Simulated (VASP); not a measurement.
A run of VASP 6.6.1 is set up as follows.

The input INCAR:

```
PREC = Accurate ; ENCUT = 600
EDIFF = 1E-8 ; ISMEAR = -1
SIGMA = 0.05 ; LREAL = F
LASPH = T ; NELM = 60
ALGO = Normal ; ISIF = 3
LWAVE = F ; LCHARG = F
IBRION = 6 ; NFREE = 2
POTIM = 0.015 ; NSW = 1
```

Contents of KPOINTS:

```
Automatic mesh
0
Gamma
  7 7 7
```

File POSCAR:

```
TaN
1.0
    0.0000000000      2.2113230000      2.2113230000
    2.2113230000      0.0000000000      2.2113230000
    2.2113230000      2.2113230000      0.0000000000
Ta N
1 1
Direct
    0.5000000000      0.5000000000      0.5000000000
    0.0000000000      0.0000000000      0.0000000000
```

Potentials or basis: VASP PAW LDA potentials, release 64 (Ta_pv, N).

Launch:

```console
$ cat potpaw_LDA.64/Ta_pv/POTCAR potpaw_LDA.64/N/POTCAR > POTCAR
$ mpirun -np 1 vasp_std > vasp.out
```

Problem. Estimate the elastic constants C11, C12, C44.

Solution. 669, 147, -7 GPa.

Problem. Predict the Voigt bulk modulus.

Solution. 321 GPa.

Problem. What does it give for the highest phonon frequency at Γ?

Solution. 232 cm⁻¹.

Elastic tensor in Voigt notation (GPa, in the Cartesian axes of the cell as first typed):
```
669 147 147   0   0   0
147 669 147   0   0   0
147 147 669   0   0   0
  0   0   0  -7   0   0
  0   0   0   0  -7   0
  0   0   0   0   0  -7
```

Caveat: the cell is under stress, which shifts elastic constants; the elastic tensor has a negative eigenvalue, so either the cell is unstable as it stands or the mesh is too thin.
